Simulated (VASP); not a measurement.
# SnO (Pmmn) in VASP: notebook

The runs below take SnO through single point, with r2SCAN.

Program: VASP 6.6.1. These are calculated values, not measurements. Logs are shortened: lines on timing, memory, paths and dates and some standing lists are left out, and cuts for length are marked.

### Step 1. The cell of the first run

It takes space group Pmmn (No. 59, orthorhombic). Conventional cell: a = 3.232 Å, b = 4.372 Å, c = 4.836 Å, α = 90.00°, β = 90.00°, γ = 90.00°. Within 2.6 Å of Sn (site symmetry mm2) lie 4 O at 1.99 to 2.47 Å. Within 2.6 Å of O (site symmetry mm2) lie 4 Sn at 1.99 to 2.47 Å.

### Step 2. Single point, r2SCAN (strain -0.1500 x Voigt [1, -1, 0, 0, 0, 0])

Input file POSCAR:

```
SnO
1.0
    3.2317000000      0.0000000000      0.0000000000
    0.0000000000      4.3723000000      0.0000000000
    0.0000000000      0.0000000000      4.8360000000
Sn O
2 2
Direct
    0.0000000000      0.5000000000      0.2385000000
    0.5000000000      0.0000000000      0.7615000000
    0.0000000000      0.0000000000      0.0000000000
    0.5000000000      0.5000000000      0.0000000000
```

Input file INCAR.step1:

```
ALGO = Normal
EDIFF = 1E-4
ENCUT = 520
GGA = PE
ISMEAR = 0
LASPH = True
LCHARG = False
LREAL = False
LWAVE = True
NBANDS = 28
NELM = 100
PREC = Accurate
SIGMA = 0.03
```

Input file INCAR.step2:

```
ALGO = Normal
EDIFF = 1E-7
ENCUT = 520
ISIF = 2
ISMEAR = 0
ISTART = 1
LASPH = True
LCHARG = True
LELF = True
LMIXTAU = True
LREAL = False
LVHAR = True
LWAVE = False
METAGGA = R2SCAN
NBANDS = 28
NELM = 100
PREC = Accurate
SIGMA = 0.03
```

Input file KPOINTS:

```
k-points
0
Gamma
  10 10 8
```

Potentials or basis: VASP PAW PBE potentials, release 64 (Sn_d, O).

Run with:

```bash
$ cat potpaw_PBE.64/Sn_d/POTCAR potpaw_PBE.64/O/POTCAR > POTCAR
$ cp INCAR.step1 INCAR
$ mpirun -np 1 vasp_std > vasp.out
$ cp INCAR.step2 INCAR
$ mpirun -np 1 vasp_std > vasp.out
```

OUTCAR:

```text
EDIFF = 1E-7
   ENCUT = 520
   ISIF = 2
   ISMEAR = 0
   ISTART = 1
   LASPH = True
   LREAL = False
   METAGGA = R2SCAN
   NELM = 100
   PREC = Accurate

 ion  position               nearest neighbor table
   1  0.000  0.500  0.239-   4 1.99   4 1.99   3 2.47   3 2.47   2 3.57   2 3.57   2 3.57   2 3.57
                             2 3.71   2 3.71   2 3.71   2 3.71
   2  0.500  0.000  0.761-   3 1.99   3 1.99   4 2.47   4 2.47   1 3.57   1 3.57   1 3.57   1 3.57
                             1 3.71   1 3.71   1 3.71   1 3.71
   3  0.000  0.000  0.000-   2 1.99   2 1.99   1 2.47   1 2.47
   4  0.500  0.500  0.000-   1 1.99   1 1.99   2 2.47   2 2.47

  LATTYP: Found a simple orthorhombic cell.
 ALAT       =     3.2317000000
 B/A-ratio  =     1.3529411765
 C/A-ratio  =     1.4964260296

  Lattice vectors:

 A1 = (   3.2317000000,   0.0000000000,   0.0000000000)
 A2 = (   0.0000000000,   4.3723000000,   0.0000000000)
 A3 = (   0.0000000000,   0.0000000000,   4.8360000000)

Analysis of symmetry for initial positions (statically):
=====================================================================
 Subroutine PRICEL returns:
 Original cell was already a primitive cell.

 Routine SETGRP: Setting up the symmetry group for a
 simple orthorhombic supercell.

 Subroutine GETGRP returns: Found  8 space group operations
 (whereof  4 operations were pure point group operations)
 out of a pool of  8 trial point group operations.

The static configuration has the point symmetry C_2v.
 The point group associated with its full space group is D_2h.

Analysis of symmetry for dynamics (positions and initial velocities):
=====================================================================
 Subroutine PRICEL returns:
 Original cell was already a primitive cell.

 Routine SETGRP: Setting up the symmetry group for a
 simple orthorhombic supercell.

 Subroutine GETGRP returns: Found  8 space group operations
 (whereof  4 operations were pure point group operations)
 out of a pool of  8 trial point group operations.

The dynamic configuration has the point symmetry C_2v.
 The point group associated with its full space group is D_2h.

 Subroutine INISYM returns: Found  8 space group operations
 (whereof  4 operations are pure point group operations),
 and found     1 'primitive' translations

----------------------------------------------------------------------------------------

                                     Primitive cell

  volume of cell :      68.3325
[... 93 lines left out ...]
   EDIFF  = 0.1E-06   stopping-criterion for ELM
   LREAL  =      F    real-space projection
   EDIFFG = 0.1E-05   stopping-criterion for IOM
   NSW    =      0    number of steps for IOM
   IBRION =     -1    ionic relax: 0-MD 1-quasi-New 2-CG
   NFREE  =      0    steps in history (QN), initial steepest desc. (CG)
   ISIF   =      2    stress and relaxation
   ISYM   =      2    0-nonsym 1-usesym 2-fastsym
   POTIM  = 0.5000    time-step for ionic-motion
   TEBEG  =    0.0;   TEEND  =   0.0 temperature during run
   PSTRESS=    0.0 pullay stress
   NELECT =      40.0000    total number of electrons
   NUPDOWN=      -1.0000    fix difference up-down
   EMIN   =  10.00;   EMAX   =-10.00  energy-range for DOS
   EFERMI =   0.00;   METHOD = LEGACY
   ISMEAR =     0;   SIGMA  =   0.03  broadening in eV -4-tet -1-fermi 0-gaus
   EFERMI_NEDOS =   21; number of points for ismear=-14 and -15
   IALGO  =     38    algorithm
   IMIX   =      4    mixing-type and parameters
     AMIX     =   0.40;   BMIX     =  1.00
     AMIX_MAG =   1.60;   BMIX_MAG =  1.00
  volume/ion in A,a.u.               =      17.08       115.28
  Fermi-wavevector in a.u.,A,eV,Ry     =   1.369470  2.587922 25.517006  1.875447
  Thomas-Fermi vector in A             =   2.495342
   LORBIT       =      0    0 simple, 1 ext, 2 COOP (PROOUT), +10 PAW based schemes
   METAGGA = R2SCAN    functional components
   LHFCALC =     F    Hartree Fock is set to
   AEXX    =    0.0000 exact exchange contribution
   IVDW    =     0    specifies the selected vdW correction
   LEPSILON=     F    determine dielectric tensor
   LRPA    =     F    only Hartree local field effects (RPA)
 non-spin polarized calculation
 Gauss-broadening in eV      SIGMA  =   0.03
  energy-cutoff  :      520.00
  volume of cell :       68.33
 maximum number of plane-waves:      1870
   NGX = 13   NGY = 17   NGZ = 17

 number of electron      40.0000003 magnetization

 Free energy of the ion-electron system (eV)
  ---------------------------------------------------
  ext. energy  EPLUGINS =         0.00000000
  ---------------------------------------------------
  free energy    TOTEN  =       -66.02879187 eV

  energy without entropy =      -66.02879187  energy(sigma->0) =      -66.02879187

 E-fermi :   7.6164     XC(G=0): -11.0376

 val. band max:        7.5007087784   @ k =   0.2000   0.0000   0.0000
 cond. band min:       7.7298316951   @ k =   0.5000   0.5000   0.0000
 fundamental gap:      0.2291229167
 Fermi energy:         7.6163682838

 k-point     1 :       0.0000    0.0000    0.0000
  band No.  band energies     occupation
      1     -15.9968      2.00000
      2     -15.8340      2.00000
      3     -15.0272      2.00000
      4     -15.0125      2.00000
      5     -14.9451      2.00000
      6     -14.9437      2.00000
[... 733 lines left out ...]
     27      16.3839      0.00000
     28      16.3839      0.00000

 [... further k-points ...]

------------------------ aborting loop because EDIFF is reached ----------------------------------------

  FORCE on cell =-STRESS in cart. coord.  units (eV):
  Direction    XX          YY          ZZ          XY          YZ          ZX
  --------------------------------------------------------------------------------------
  -------------------------------------------------------------------------------------
  Total       11.7750855     -0.8458303      5.1252120      0.0000000      0.0000000      0.0000000
  in kB      276.0878977    -19.8320022    120.1697426      0.0000000      0.0000000      0.0000000
  external PRESSURE =     125.4752127 kB  Pullay stress =       0.0000000 kB

 VOLUME and BASIS-vectors are now :
 -----------------------------------------------------------------------------
  energy-cutoff  :      520.00
  volume of cell :       68.33
      direct lattice vectors                 reciprocal lattice vectors
     3.231700000  0.000000000  0.000000000     0.309434663  0.000000000  0.000000000
     0.000000000  4.372300000  0.000000000     0.000000000  0.228712577  0.000000000
     0.000000000  0.000000000  4.836000000     0.000000000  0.000000000  0.206782465

 POSITION                                       TOTAL-FORCE (eV/Angst)
 -----------------------------------------------------------------------------------
      0.00000      2.18615      1.15339         0.000000      0.000000      2.222265
      1.61585      0.00000      3.68261         0.000000      0.000000     -2.222265
      0.00000      0.00000      0.00000         0.000000      0.000000      2.658005
      1.61585      2.18615      0.00000         0.000000      0.000000     -2.658005
 -----------------------------------------------------------------------------------
    total drift:                                0.000000     -0.000000      0.000000

  FREE ENERGIE OF THE ION-ELECTRON SYSTEM (eV)
  ---------------------------------------------------
  free  energy   TOTEN  =       -66.0287918667 eV

  energy  without entropy=      -66.0287918667  energy(sigma->0) =      -66.02879187
```

OUTCAR.step1:

```text
EDIFF = 1E-4
   ENCUT = 520
   GGA = PE
   ISMEAR = 0
[... 978 lines left out ...]
      0.00000      2.18615      1.15339         0.000000      0.000000      2.665634
      1.61585      0.00000      3.68261         0.000000      0.000000     -2.665634
      0.00000      0.00000      0.00000         0.000000      0.000000      2.859697
      1.61585      2.18615      0.00000         0.000000      0.000000     -2.859697
 -----------------------------------------------------------------------------------
    total drift:                                0.000000     -0.000000      0.000000

  FREE ENERGIE OF THE ION-ELECTRON SYSTEM (eV)
  ---------------------------------------------------
  free  energy   TOTEN  =       -21.6961159514 eV

  energy  without entropy=      -21.6960492286  energy(sigma->0) =      -21.69608259
```

Wall time 11 min (1 thread of Oxide Virtual Turin-like, shared host); peak memory 0.36 GiB.

What came out:

* Free energy: -66.0288 eV
* Pressure: 12.5 GPa
* Largest force: 2.658 eV/Å
* Band gap on the k mesh: 0.23 eV (least direct gap 2.05 eV)

Forces on the atoms (eV/Å):
```
Sn   0.000  0.000  2.222
Sn   0.000  0.000 -2.222
O    0.000  0.000  2.658
O    0.000  0.000 -2.658
```

Levels at points of the mesh, in eV from the valence-band top:
```csv
k point,band 17,band 18,band 19,band 20,band 21,band 22,band 23,band 24
"(0.00, 0.00, 0.00)",-4.46,-4.36,-3.19,-0.30,2.67,3.06,3.73,5.02
"(0.50, 0.00, 0.00)",-5.42,-5.42,-2.52,-2.52,3.46,3.46,4.59,4.59
"(0.00, 0.50, 0.00)",-5.32,-5.32,-3.41,-3.41,3.25,3.25,5.84,5.84
"(0.50, 0.50, 0.00)",-3.70,-3.70,-1.82,-1.82,0.23,0.23,5.15,5.15
"(0.00, 0.00, 0.50)",-4.47,-3.19,-2.82,-2.38,0.56,3.14,3.48,6.75
"(0.50, 0.00, 0.50)",-5.38,-5.38,-2.08,-2.08,3.39,3.39,4.20,4.20
"(0.00, 0.50, 0.50)",-5.29,-5.29,-2.19,-2.19,2.19,2.19,6.36,6.36
"(0.50, 0.50, 0.50)",-3.71,-3.71,-2.55,-2.55,2.38,2.38,3.99,3.99
```

Caveat: the cell differs from its parent crystal (strain -0.1500 x Voigt [1, -1, 0, 0, 0, 0]); the stress differs along the axes, from -2 to 28 GPa; semilocal functionals underestimate gaps, and a narrow one can read as zero; the PAW data sets were made with another functional, which shifts forces and pressure a little; spin-orbit coupling is left out, which moves the levels of the heavy elements. A k mesh can miss the band edges.

(Part 1 of 2 ends here.)
